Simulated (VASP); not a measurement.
# Ti3N3F in VASP: a series of runs

Runs on Ti3N3F. Level: PBE. Tasks: single point.

All numbers are computed with VASP 6.6.1; they aren't measurements. Logs are shortened: lines on timing, memory, paths and dates and some standing lists are left out, and cuts for length are marked.

## Step 1: The cell of the first run

The cell holds a slab with vacuum, 7 atoms: a = 3.003 Å, b = 3.003 Å, c = 21.554 Å, α = 90.00°, β = 90.00°, γ = 120.00°.

## Step 2: Single point, PBE

INCAR

```
SYSTEM = Ti3N3F
PREC     = Accurate       ! precision mode
ENCUT    = 520            ! plane-wave cutoff, eV
EDIFF    = 1E-7           ! SCF threshold, eV
ISMEAR   = 0              ! smearing method
SIGMA    = 0.1            ! smearing width, eV
LREAL    = .False.        ! projectors in reciprocal space
LASPH    = .True.         ! aspherical terms in the spheres
NELM     = 60             ! most SCF steps
ALGO     = Fast           ! electronic algorithm
ISIF     = 2              ! what is computed and relaxed
LWAVE    = .False.        ! write WAVECAR
LCHARG   = .False.        ! write CHGCAR
LDIPOL   = .True.       
IDIPOL   = 3            
DIPOL    = 0.5 0.5 0.358
GGA      = PE             ! functional
NBANDS   = 38             ! bands
```

KPOINTS

```
Automatic mesh
0
Gamma
  9 9 1
  0 0 0
```

POSCAR

```
Ti3N3F
1.0
    3.0028555063      0.0000000000      0.0000000000
   -1.5014277532      2.6005491524      0.0000000000
    0.0000000000      0.0000000000     21.5541471841
N Ti F
3 3 1
Direct
    0.3333333333      0.6666666667      0.1855791355
    0.0000000000      0.0000000000      0.2993308526
    0.6666666667      0.3333333333      0.4147299353
    0.6666666667      0.3333333333      0.2424549941
    0.3333333333      0.6666666667      0.3575097830
    0.0000000000      0.0000000000      0.4664599856
    0.0000000000      0.3333333333      0.5386979739
```

Potentials or basis: VASP PAW PBE potentials, release 64 (N, Ti_sv, F).

Run with:

```console
$ cat potpaw_PBE.64/N/POTCAR potpaw_PBE.64/Ti_sv/POTCAR potpaw_PBE.64/F/POTCAR > POTCAR
$ mpirun -np 1 vasp_std > vasp.out
```

OUTCAR:

```text
SYSTEM = Ti3N3F
   PREC = Accurate
   ENCUT = 520
   EDIFF = 1E-7
   ISMEAR = 0
   LREAL = .False.
   LASPH = .True.
   NELM = 60
   ISIF = 2
   GGA = PE

 ion  position               nearest neighbor table
   1  0.333  0.667  0.186-   4 2.12   4 2.12   4 2.12
   2  0.000  0.000  0.299-   4 2.12   4 2.12   4 2.12   5 2.14   5 2.14   5 2.14
   3  0.667  0.333  0.415-   6 2.06   6 2.06   6 2.06   5 2.13   5 2.13   5 2.13
   4  0.667  0.333  0.242-   2 2.12   2 2.12   2 2.12   1 2.12   1 2.12   1 2.12
   5  0.333  0.667  0.358-   3 2.13   3 2.13   3 2.13   2 2.14   2 2.14   2 2.14   6 2.92   6 2.92
                             6 2.92
   6  0.000  0.000  0.466-   7 1.85   3 2.06   3 2.06   3 2.06   5 2.92   5 2.92   5 2.92
   7  0.000  0.333  0.539-   6 1.85

  LATTYP: Found a hexagonal cell.
 ALAT       =     3.0028555063
 C/A-ratio  =     7.1778835641

  Lattice vectors:

 A1 = (   3.0028555063,   0.0000000000,   0.0000000000)
 A2 = (  -1.5014277532,   2.6005491524,   0.0000000000)
 A3 = (   0.0000000000,   0.0000000000,  21.5541471841)

Analysis of symmetry for initial positions (statically):
=====================================================================
 Subroutine PRICEL returns:
 Original cell was already a primitive cell.

 Routine SETGRP: Setting up the symmetry group for a
 hexagonal supercell.

 Subroutine GETGRP returns: Found  1 space group operations
 (whereof  1 operations were pure point group operations)
 out of a pool of 24 trial point group operations.

The static configuration has the point symmetry C_1 .

Analysis of symmetry for dynamics (positions and initial velocities):
=====================================================================
 Subroutine PRICEL returns:
 Original cell was already a primitive cell.

 Routine SETGRP: Setting up the symmetry group for a
 hexagonal supercell.

 Subroutine GETGRP returns: Found  1 space group operations
 (whereof  1 operations were pure point group operations)
 out of a pool of 24 trial point group operations.

The dynamic configuration has the point symmetry C_1 .

 Subroutine INISYM returns: Found  1 space group operations
 (whereof  1 operations are pure point group operations),
 and found     1 'primitive' translations

----------------------------------------------------------------------------------------

                                     Primitive cell

  volume of cell :     168.3179

  direct lattice vectors                    reciprocal lattice vectors
     3.002855506  0.000000000  0.000000000     0.333016357  0.192267083  0.000000000
    -1.501427753  2.600549152  0.000000000     0.000000000  0.384534166  0.000000000
     0.000000000  0.000000000 21.554147184     0.000000000  0.000000000  0.046394784

  length of vectors
     3.002855506  3.002855506 21.554147184     0.384534166  0.384534166  0.046394784

  position of ions in fractional coordinates (direct lattice)
     0.333333333  0.666666667  0.185579135
     0.000000000  0.000000000  0.299330853
     0.666666667  0.333333333  0.414729935
     0.666666667  0.333333333  0.242454994
     0.333333333  0.666666667  0.357509783
     0.000000000  0.000000000  0.466459986
     0.000000000  0.333333333  0.538697974

  ion indices of the primitive-cell ions
   primitive index   ion index
                 1           1
                 2           2
                 3           3
                 4           4
                 5           5
                 6           6
                 7           7

----------------------------------------------------------------------------------------

 KPOINTS: Automatic mesh

Automatic generation of k-mesh.
 Grid dimensions read from file:
 generate k-points for:    9    9    1

 Generating k-lattice:

  Cartesian coordinates                     Fractional coordinates (reciprocal lattice)
     0.037001817  0.021363009  0.000000000     0.111111111  0.000000000  0.000000000
     0.000000000  0.042726018  0.000000000     0.000000000  0.111111111  0.000000000
     0.000000000  0.000000000  0.046394784     0.000000000  0.000000000  1.000000000

  Length of vectors
     0.042726018  0.042726018  0.046394784

  Shift w.r.t. Gamma in fractional coordinates (k-lattice)
     0.000000000  0.000000000  0.000000000

 Subroutine IBZKPT returns following result:
 ===========================================

 Found     41 irreducible k-points:

 Following reciprocal coordinates:
            Coordinates               Weight
  0.000000  0.000000  0.000000      1.000000
  0.111111  0.000000  0.000000      2.000000
  0.000000  0.111111  0.000000      2.000000
 -0.111111  0.111111  0.000000      2.000000
  0.222222  0.000000  0.000000      2.000000
  0.000000  0.222222  0.000000      2.000000
[... 16 lines left out ...]
  0.333333  0.111111  0.000000      2.000000
 -0.111111  0.444444  0.000000      2.000000
 [... further k-points ...]
   k-points           NKPTS =     41   k-points in BZ     NKDIM =     41   number of bands    NBANDS=     38
   number of dos      NEDOS =    301   number of ions     NIONS =      7
   total plane-waves  NPLWV =  92160
   dimension x,y,z NGX =    24 NGY =   24 NGZ =  160
   dimension x,y,z NGXF=    48 NGYF=   48 NGZF=  320
   ions per type =               3   3   1
   NGX,Y,Z   is equivalent  to a cutoff of  13.29, 13.29, 12.34 a.u.
   NGXF,Y,Z  is equivalent  to a cutoff of  26.57, 26.57, 24.68 a.u.
 SYSTEM =  Ti3N3F
   PREC   = accura    normal or accurate (medium, high low for compatibility)
   ISTART =      0    job   : 0-new  1-cont  2-samecut
   ICHARG =      2    charge: 1-file 2-atom 10-const
   ISPIN  =      1    spin polarized calculation?
   LNONCOLLINEAR =      F non collinear calculations
   LSORBIT =      F    spin-orbit coupling
   LASPH  =      T    aspherical Exc in radial PAW
   ENCUT  =  520.0 eV  38.22 Ry    6.18 a.u.   5.58  5.58 40.08*2*pi/ulx,y,z
   NELM   =     60;   NELMIN=  2; NELMDL= -5     # of ELM steps
   EDIFF  = 0.1E-06   stopping-criterion for ELM
   LREAL  =      F    real-space projection
   EDIFFG = 0.1E-05   stopping-criterion for IOM
   NSW    =      0    number of steps for IOM
   IBRION =     -1    ionic relax: 0-MD 1-quasi-New 2-CG
   NFREE  =      0    steps in history (QN), initial steepest desc. (CG)
   ISIF   =      2    stress and relaxation
   ISYM   =      2    0-nonsym 1-usesym 2-fastsym
   POTIM  = 0.5000    time-step for ionic-motion
   TEBEG  =    0.0;   TEEND  =   0.0 temperature during run
   PSTRESS=    0.0 pullay stress
   NELECT =      58.0000    total number of electrons
   NUPDOWN=      -1.0000    fix difference up-down
   EMIN   =  10.00;   EMAX   =-10.00  energy-range for DOS
   EFERMI =   0.00;   METHOD = LEGACY
   ISMEAR =     0;   SIGMA  =   0.10  broadening in eV -4-tet -1-fermi 0-gaus
   EFERMI_NEDOS =   21; number of points for ismear=-14 and -15
   IALGO  =     68    algorithm
   IMIX   =      4    mixing-type and parameters
     AMIX     =   0.40;   BMIX     =  1.00
     AMIX_MAG =   1.60;   BMIX_MAG =  1.00
  volume/ion in A,a.u.               =      24.05       162.27
  Fermi-wavevector in a.u.,A,eV,Ry     =   1.147733  2.168900 17.922820  1.317290
  Thomas-Fermi vector in A             =   2.284411
   LORBIT       =      0    0 simple, 1 ext, 2 COOP (PROOUT), +10 PAW based schemes
   GGA     = PE    functional components
   LHFCALC =     F    Hartree Fock is set to
   AEXX    =    0.0000 exact exchange contribution
   IVDW    =     0    specifies the selected vdW correction
   LEPSILON=     F    determine dielectric tensor
   LRPA    =     F    only Hartree local field effects (RPA)
 non-spin polarized calculation
 RMM-DIIS sequential band-by-band and
 Gauss-broadening in eV      SIGMA  =   0.10
  energy-cutoff  :      520.00
  volume of cell :      168.32
 maximum number of plane-waves:      4581
   NGX = 11   NGY = 11   NGZ = 81

 dipolmoment           0.000000      0.000000      0.599098 electrons x Angstroem

 number of electron      58.0000026 magnetization

 dipolmoment           0.000000      0.000000     -0.085550 electrons x Angstroem

 Free energy of the ion-electron system (eV)
  ---------------------------------------------------
  ext. energy  EPLUGINS =         0.00000000
  ---------------------------------------------------
  free energy    TOTEN  =       -60.73312173 eV

  energy without entropy =      -60.72455758  energy(sigma->0) =      -60.72883965

 E-fermi :  -0.6145     XC(G=0):  -5.7449

 val. band max:       -0.6908655069   @ k =  -0.1111   0.1111   0.0000
 cond. band min:      -0.5937252203   @ k =   0.2222   0.1111   0.0000
 fundamental gap:      0.0971402865
 Fermi energy:        -0.6144531853

 k-point     1 :       0.0000    0.0000    0.0000
  band No.  band energies     occupation
      1     -58.4048      2.00000
      2     -58.2294      2.00000
      3     -57.1579      2.00000
      4     -35.0437      2.00000
      5     -34.5353      2.00000
      6     -34.4406      2.00000
[... 30 lines left out ...]
     37       1.6880      0.00000
     38       2.2287      0.00000

 k-point     2 :       0.1111    0.0000    0.0000
  band No.  band energies     occupation
      1     -58.3970      2.00000
      2     -58.2227      2.00000
      3     -57.1508      2.00000
      4     -35.0291      2.00000
      5     -34.5470      2.00000
      6     -34.4621      2.00000
[... 30 lines left out ...]
     37       1.8475      0.00000
     38       2.0335      0.00000
[... 859 lines left out ...]
     37       2.6636      0.00000
     38       2.9931      0.00000

 k-point    24 :      -0.1111    0.4444    0.0000
  band No.  band energies     occupation
      1     -58.3423      2.00000
      2     -58.1769      2.00000
      3     -57.1020      2.00000
      4     -34.9911      2.00000
      5     -34.8416      2.00000
      6     -34.6361      2.00000
[... 30 lines left out ...]
     37       2.6633      0.00000
     38       3.0116      0.00000

 [... further k-points ...]

------------------------ aborting loop because EDIFF is reached ----------------------------------------

 vacuum level on the upper side and lower side of the slab       (xc-potential included)        -1.052         0.896

  FORCE on cell =-STRESS in cart. coord.  units (eV):
  Direction    XX          YY          ZZ          XY          YZ          ZX
  --------------------------------------------------------------------------------------
  -------------------------------------------------------------------------------------
  Total       -0.6162468     -0.4092885     -3.4143961      0.2554654      1.5709843     -0.7943593
  in kB       -5.8659032     -3.8959177    -32.5008061      2.4317129     14.9538179     -7.5613129
  external PRESSURE =     -14.0875423 kB  Pullay stress =       0.0000000 kB

 VOLUME and BASIS-vectors are now :
 -----------------------------------------------------------------------------
  energy-cutoff  :      520.00
  volume of cell :      168.32
      direct lattice vectors                 reciprocal lattice vectors
     3.002855506  0.000000000  0.000000000     0.333016357  0.192267083  0.000000000
    -1.501427753  2.600549152  0.000000000     0.000000000  0.384534166  0.000000000
     0.000000000  0.000000000 21.554147184     0.000000000  0.000000000  0.046394784

 POSITION                                       TOTAL-FORCE (eV/Angst)
 -----------------------------------------------------------------------------------
     -0.00000      1.73370      4.00000        -0.000480      0.003832      4.221625
      0.00000      0.00000      6.45182        -0.013737      0.006638      1.289239
      1.50143      0.86685      8.93915        -0.019914     -0.355845      0.093116
      1.50143      0.86685      5.22591         0.010610      0.005576     -5.486207
     -0.00000      1.73370      7.70582         0.060506     -0.108673     -0.141098
      0.00000      0.00000     10.05415         0.397322     -0.189637     -0.084088
     -0.50048      0.86685     11.61118        -0.434308      0.638109      0.107413
 -----------------------------------------------------------------------------------
    total drift:                                0.000063     -0.000003      0.000011

  FREE ENERGIE OF THE ION-ELECTRON SYSTEM (eV)
  ---------------------------------------------------
  free  energy   TOTEN  =       -60.7331217293 eV

  energy  without entropy=      -60.7245575776  energy(sigma->0) =      -60.72883965

 vacuum level on the upper side and lower side of the slab         5.575         7.565
```

It took 22 min on 1 thread of Oxide Virtual Turin-like, shared host; peak memory 0.4 GiB.

Results:

| Property | Result |
| --- | --- |
| Free energy | -60.7331 eV |
| Largest force | 5.486 eV/Å |
| Band gap on the k mesh | zero (bands 29 and 30 overlap by 0.14 eV) |

Forces in eV/Å, atoms in the order of the input:
```
N    0.000  0.004  4.222
N   -0.014  0.007  1.289
N   -0.020 -0.356  0.093
Ti   0.011  0.006 -5.486
Ti   0.061 -0.109 -0.141
Ti   0.397 -0.190 -0.084
F   -0.434  0.638  0.107
```

## Step 3: Single point, PBE

INCAR

```
SYSTEM = Ti3N3F
PREC = Accurate ; ENCUT = 520
EDIFF = 1E-6 ; ISMEAR = 0
SIGMA = 0.1 ; LREAL = .False.
LASPH = .True. ; NELM = 60
ALGO = Fast ; ISIF = 2
LWAVE = .False. ; LCHARG = .False.
LDIPOL = .True. ; IDIPOL = 3
DIPOL = 0.5 0.5 0.359 ; GGA = PE
NBANDS = 38
```

KPOINTS is that of step 2.

POSCAR, as its differences from that of step 2:

```diff
@@ -14,2 +14,2 @@
     0.0000000000      0.0000000000      0.4664599856
-    0.0000000000      0.3333333333      0.5386979739
+    0.0000000000      0.1666666667      0.5461177428
```

Potentials or basis: VASP PAW PBE potentials, release 64 (N, Ti_sv, F).

Run with:

```console
$ cat potpaw_PBE.64/N/POTCAR potpaw_PBE.64/Ti_sv/POTCAR potpaw_PBE.64/F/POTCAR > POTCAR
$ mpirun -np 1 vasp_std > vasp.out
```

Wall time 18 min (1 thread of Oxide Virtual Turin-like, shared host); peak memory 0.4 GiB.

It converged, with:

```
Free energy            : -60.5090 eV
Largest force          : 5.475 eV/Å
Band gap on the k mesh : zero (bands 29 and 30 overlap by 0.15 eV)
```

Forces in eV/Å, atoms in the order of the input:
```
N   -0.001  0.003  4.228
N    0.000  0.001  1.290
N    0.107 -0.273  0.018
Ti   0.003  0.004 -5.475
Ti   0.019 -0.046 -0.196
Ti   0.008  0.106 -0.035
F   -0.134  0.204  0.171
```

Levels at points of the mesh, in eV from the Fermi level:
```csv
k point,band 25,band 26,band 27,band 28,band 29,band 30,band 31,band 32,band 33,band 34
"(0.00, 0.00, 0.00)",-3.26,-1.17,-0.36,-0.34,0.20,0.25,0.42,1.26,1.34,1.56
```

The gap in the log of VASP goes by the Fermi energy; the results here count the filled bands.